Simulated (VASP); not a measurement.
# Se (Pm-3m) in VASP: single point with PBEsol

Aim: the single point of Se with PBEsol.

All numbers are computed with VASP 6.6.1; they aren't measurements. Logs are shortened: lines on timing, memory, paths and dates and some standing lists are left out, and cuts for length are marked.

## Step 1: The cell of the first run

Symmetry: Pm-3m, No. 221, cubic system. Conventional cell: a = 2.792 Å, b = 2.792 Å, c = 2.792 Å, α = 90.00°, β = 90.00°, γ = 90.00°. Within 3.7 Å of Se (site symmetry m-3m) lie 6 Se at 2.79 Å.

This isn't the form of Se at room conditions, which is trigonal, of chains.

## Step 2: Single point, PBEsol

INCAR reads:

```
SYSTEM = Se
  PREC = Accurate
  ENCUT = 520
  EDIFF = 1E-6
  ISMEAR = -1
  SIGMA = 0.13605693000000002
  LREAL = .False.
  LASPH = .True.
  NELM = 80
  ALGO = Normal
  ISIF = 2
  LWAVE = .False.
  LCHARG = .True.
  GGA = PS
  LELF = .True.
  LVHAR = .True.
  NBANDS = 9
```

KPOINTS reads:

```
regular mesh
0
Gamma
  12 12 12
  0 0 0
```

POSCAR reads:

```
Se
1.0
    2.7921976664      0.0000000000      0.0000000000
    0.0000000000      2.7921976664      0.0000000000
    0.0000000000      0.0000000000      2.7921976664
Se
1
Direct
    0.0000000000      0.0000000000      0.0000000000
```

Potentials or basis: VASP PAW PBE potentials, release 64 (Se).

The run is started by

```
> cat potpaw_PBE.64/Se/POTCAR > POTCAR
> mpirun -np 1 vasp_std > vasp.out
```

OUTCAR:

```text
SYSTEM = Se
   PREC = Accurate
   ENCUT = 520
   EDIFF = 1E-6
   ISMEAR = -1
   LREAL = .False.
   LASPH = .True.
   NELM = 80
   ISIF = 2
   GGA = PS

 ion  position               nearest neighbor table
   1  0.000  0.000  0.000-

  LATTYP: Found a simple cubic cell.
 ALAT       =     2.7921976664

  Lattice vectors:

 A1 = (   2.7921976664,   0.0000000000,   0.0000000000)
 A2 = (   0.0000000000,   2.7921976664,   0.0000000000)
 A3 = (   0.0000000000,   0.0000000000,   2.7921976664)

Analysis of symmetry for initial positions (statically):
=====================================================================
 Subroutine PRICEL returns:
 Original cell was already a primitive cell.

 Routine SETGRP: Setting up the symmetry group for a
 simple cubic supercell.

 Subroutine GETGRP returns: Found 48 space group operations
 (whereof 48 operations were pure point group operations)
 out of a pool of 48 trial point group operations.

The static configuration has the point symmetry O_h .

Analysis of symmetry for dynamics (positions and initial velocities):
=====================================================================
 Subroutine PRICEL returns:
 Original cell was already a primitive cell.

 Routine SETGRP: Setting up the symmetry group for a
 simple cubic supercell.

 Subroutine GETGRP returns: Found 48 space group operations
 (whereof 48 operations were pure point group operations)
 out of a pool of 48 trial point group operations.

The dynamic configuration has the point symmetry O_h .

 Subroutine INISYM returns: Found 48 space group operations
 (whereof 48 operations are pure point group operations),
 and found     1 'primitive' translations

----------------------------------------------------------------------------------------

                                     Primitive cell

  volume of cell :      21.7690

  direct lattice vectors                    reciprocal lattice vectors
     2.792197666  0.000000000  0.000000000     0.358140834  0.000000000  0.000000000
     0.000000000  2.792197666  0.000000000     0.000000000  0.358140834  0.000000000
     0.000000000  0.000000000  2.792197666     0.000000000  0.000000000  0.358140834

  length of vectors
     2.792197666  2.792197666  2.792197666     0.358140834  0.358140834  0.358140834

  position of ions in fractional coordinates (direct lattice)
     0.000000000  0.000000000  0.000000000

  ion indices of the primitive-cell ions
   primitive index   ion index
                 1           1

----------------------------------------------------------------------------------------

 KPOINTS: regular mesh

Automatic generation of k-mesh.
 Grid dimensions read from file:
 generate k-points for:   12   12   12

 Generating k-lattice:

  Cartesian coordinates                     Fractional coordinates (reciprocal lattice)
     0.029845069  0.000000000  0.000000000     0.083333333  0.000000000  0.000000000
     0.000000000  0.029845069  0.000000000     0.000000000  0.083333333  0.000000000
     0.000000000  0.000000000  0.029845069     0.000000000  0.000000000  0.083333333

  Length of vectors
     0.029845069  0.029845069  0.029845069

  Shift w.r.t. Gamma in fractional coordinates (k-lattice)
     0.000000000  0.000000000  0.000000000

 Subroutine IBZKPT returns following result:
 ===========================================

 Found     84 irreducible k-points:

 Following reciprocal coordinates:
            Coordinates               Weight
  0.000000  0.000000  0.000000      1.000000
  0.083333  0.000000  0.000000      6.000000
  0.166667  0.000000  0.000000      6.000000
  0.250000  0.000000  0.000000      6.000000
  0.333333  0.000000  0.000000      6.000000
  0.416667  0.000000  0.000000      6.000000
[... 16 lines left out ...]
  0.333333  0.333333  0.000000     12.000000
  0.416667  0.333333  0.000000     24.000000
 [... further k-points ...]
   k-points           NKPTS =     84   k-points in BZ     NKDIM =     84   number of bands    NBANDS=      9
   number of dos      NEDOS =    301   number of ions     NIONS =      1
   total plane-waves  NPLWV =  13824
   dimension x,y,z NGX =    24 NGY =   24 NGZ =   24
   dimension x,y,z NGXF=    48 NGYF=   48 NGZF=   48
   ions per type =               1
   NGX,Y,Z   is equivalent  to a cutoff of  14.29, 14.29, 14.29 a.u.
   NGXF,Y,Z  is equivalent  to a cutoff of  28.58, 28.58, 28.58 a.u.
 SYSTEM =  Se
   PREC   = accura    normal or accurate (medium, high low for compatibility)
   ISTART =      0    job   : 0-new  1-cont  2-samecut
   ICHARG =      2    charge: 1-file 2-atom 10-const
   ISPIN  =      1    spin polarized calculation?
   LNONCOLLINEAR =      F non collinear calculations
   LSORBIT =      F    spin-orbit coupling
   LASPH  =      T    aspherical Exc in radial PAW
   ENCUT  =  520.0 eV  38.22 Ry    6.18 a.u.   5.19  5.19  5.19*2*pi/ulx,y,z
   NELM   =     80;   NELMIN=  2; NELMDL= -5     # of ELM steps
   EDIFF  = 0.1E-05   stopping-criterion for ELM
   LREAL  =      F    real-space projection
   EDIFFG = 0.1E-04   stopping-criterion for IOM
   NSW    =      0    number of steps for IOM
   IBRION =     -1    ionic relax: 0-MD 1-quasi-New 2-CG
   NFREE  =      0    steps in history (QN), initial steepest desc. (CG)
   ISIF   =      2    stress and relaxation
   ISYM   =      2    0-nonsym 1-usesym 2-fastsym
   POTIM  = 0.5000    time-step for ionic-motion
   TEBEG  =    0.0;   TEEND  =   0.0 temperature during run
   PSTRESS=    0.0 pullay stress
   NELECT =       6.0000    total number of electrons
   NUPDOWN=      -1.0000    fix difference up-down
   EMIN   =  10.00;   EMAX   =-10.00  energy-range for DOS
   EFERMI =   0.00;   METHOD = LEGACY
   ISMEAR =    -1;   SIGMA  =   0.14  broadening in eV -4-tet -1-fermi 0-gaus
   EFERMI_NEDOS =   21; number of points for ismear=-14 and -15
   IALGO  =     38    algorithm
   IMIX   =      4    mixing-type and parameters
     AMIX     =   0.40;   BMIX     =  1.00
     AMIX_MAG =   1.60;   BMIX_MAG =  1.00
  volume/ion in A,a.u.               =      21.77       146.90
  Fermi-wavevector in a.u.,A,eV,Ry     =   1.065399  2.013313 15.443643  1.135076
  Thomas-Fermi vector in A             =   2.200950
   LORBIT       =      0    0 simple, 1 ext, 2 COOP (PROOUT), +10 PAW based schemes
   GGA     = PS    functional components
   LHFCALC =     F    Hartree Fock is set to
   AEXX    =    0.0000 exact exchange contribution
   IVDW    =     0    specifies the selected vdW correction
   LEPSILON=     F    determine dielectric tensor
   LRPA    =     F    only Hartree local field effects (RPA)
 non-spin polarized calculation
  energy-cutoff  :      520.00
  volume of cell :       21.77
 maximum number of plane-waves:       624
 NGX is ok and might be reduce to    24
   NGX = 11   NGY = 11   NGZ = 11

 number of electron       6.0000000 magnetization

 Free energy of the ion-electron system (eV)
  ---------------------------------------------------
  ext. energy  EPLUGINS =         0.00000000
  ---------------------------------------------------
  free energy    TOTEN  =        -3.77059740 eV

  energy without entropy =       -3.73943204  energy(sigma->0) =       -3.75501472

 E-fermi :   5.0426     XC(G=0): -10.2479

 val. band max:        5.0153238460   @ k =   0.4167   0.1667   0.0000
 cond. band min:       5.0571512393   @ k =   0.3333   0.1667   0.1667
 fundamental gap:      0.0418273933
 Fermi energy:         5.0426104229

 k-point     1 :       0.0000    0.0000    0.0000
  band No.  band energies     occupation
      1     -11.3524      2.00000
      2       6.4857      0.00005
      3       6.4857      0.00005
      4       6.4857      0.00005
      5      12.7053      0.00000
      6      12.7053      0.00000
      7      12.8931      0.00000
      8      27.6244      0.00000
      9      27.6245      0.00000

 k-point     2 :       0.0833    0.0000    0.0000
  band No.  band energies     occupation
      1     -11.2488      2.00000
      2       5.3857      0.14871
      3       6.5680      0.00003
      4       6.5680      0.00003
      5      12.8088      0.00000
      6      12.9509      0.00000
      7      14.0794      0.00000
      8      25.8644      0.00000
      9      25.8644      0.00000

 k-point     3 :       0.1667    0.0000    0.0000
  band No.  band energies     occupation
      1     -10.9460      2.00000
      2       3.3186      1.99999
      3       6.8033      0.00000
      4       6.8033      0.00000
      5      13.1122      0.00000
      6      13.3188      0.00000
      7      16.7097      0.00000
      8      23.6184      0.00000
      9      23.6184      0.00000

 k-point     4 :       0.2500    0.0000    0.0000
  band No.  band energies     occupation
      1     -10.4728      2.00000
      2       1.2434      2.00000
      3       7.1545      0.00000
      4       7.1545      0.00000
      5      13.5894      0.00000
      6      13.9234      0.00000
      7      19.2549      0.00000
      8      21.6274      0.00000
      9      21.6274      0.00000

 k-point     5 :       0.3333    0.0000    0.0000
  band No.  band energies     occupation
      1      -9.8974      2.00000
      2      -0.5382      2.00000
      3       7.5493      0.00000
      4       7.5493      0.00000
      5      14.1768      0.00000
      6      14.7615      0.00000
      7      19.7668      0.00000
      8      20.0396      0.00000
      9      20.0396      0.00000

 k-point     6 :       0.4167    0.0000    0.0000
  band No.  band energies     occupation
      1      -9.3691      2.00000
      2      -1.8070      2.00000
      3       7.8753      0.00000
      4       7.8753      0.00000
      5      14.7271      0.00000
      6      15.8116      0.00000
      7      18.5984      0.00000
      8      18.9919      0.00000
      9      18.9919      0.00000
[... 169 lines left out ...]
 k-point    21 :       0.4167    0.2500    0.0000
  band No.  band energies     occupation
      1      -8.4942      2.00000
      2      -0.9685      2.00000
      3       3.0230      2.00000
      4       8.4984      0.00000
      5      11.5003      0.00000
      6      16.3955      0.00000
      7      19.8697      0.00000
      8      20.8654      0.00000
      9      22.2569      0.00000

 k-point    22 :       0.5000    0.2500    0.0000
  band No.  band energies     occupation
      1      -8.2649      2.00000
      2      -1.4446      2.00000
      3       3.2118      2.00000
      4       8.6217      0.00000
      5      11.0844      0.00000
      6      16.7745      0.00000
      7      19.5146      0.00000
      8      20.3574      0.00000
      9      22.4183      0.00000

 k-point    23 :       0.3333    0.3333    0.0000
  band No.  band energies     occupation
      1      -8.4480      2.00000
      2       0.7751      2.00000
      3       0.8619      2.00000
      4       8.5568      0.00000
      5      10.9245      0.00000
      6      16.3727      0.00000
      7      21.1537      0.00000
      8      21.8686      0.00000
      9      22.4009      0.00000

 k-point    24 :       0.4167    0.3333    0.0000
  band No.  band energies     occupation
      1      -7.9211      2.00000
      2      -0.4363      2.00000
      3       1.2851      2.00000
      4       8.8599      0.00000
      5       9.7383      0.00000
      6      17.1172      0.00000
      7      20.4486      0.00000
      8      21.6256      0.00000
      9      22.0720      0.00000

 [... further k-points ...]

------------------------ aborting loop because EDIFF is reached ----------------------------------------

  FORCE on cell =-STRESS in cart. coord.  units (eV):
  Direction    XX          YY          ZZ          XY          YZ          ZX
  --------------------------------------------------------------------------------------
  -------------------------------------------------------------------------------------
  Total       -0.0313457     -0.0313457     -0.0313457     -0.0000000     -0.0000000      0.0000000
  in kB       -2.3070125     -2.3070125     -2.3070125     -0.0000000     -0.0000000      0.0000000
  external PRESSURE =      -2.3070125 kB  Pullay stress =       0.0000000 kB

 VOLUME and BASIS-vectors are now :
 -----------------------------------------------------------------------------
  energy-cutoff  :      520.00
  volume of cell :       21.77
      direct lattice vectors                 reciprocal lattice vectors
     2.792197666  0.000000000  0.000000000     0.358140834  0.000000000  0.000000000
     0.000000000  2.792197666  0.000000000     0.000000000  0.358140834  0.000000000
     0.000000000  0.000000000  2.792197666     0.000000000  0.000000000  0.358140834

 POSITION                                       TOTAL-FORCE (eV/Angst)
 -----------------------------------------------------------------------------------
      0.00000      0.00000      0.00000         0.000000      0.000000      0.000000
 -----------------------------------------------------------------------------------
    total drift:                                0.000000      0.000000      0.000000

  FREE ENERGIE OF THE ION-ELECTRON SYSTEM (eV)
  ---------------------------------------------------
  free  energy   TOTEN  =        -3.7705973982 eV

  energy  without entropy=       -3.7394320397  energy(sigma->0) =       -3.75501472
```

It took 18 s on 1 thread of Intel Xeon 8259CL, shared host; peak memory 0.15 GiB.

What came out:

```yaml
Free_energy: -3.7706 eV
Pressure: -0.2 GPa
Band_gap_on_the_k_mesh: zero (bands 3 and 4 overlap by 6.43 eV)
```

Caveat: the PAW data sets were made with another functional, which shifts forces and pressure a little.
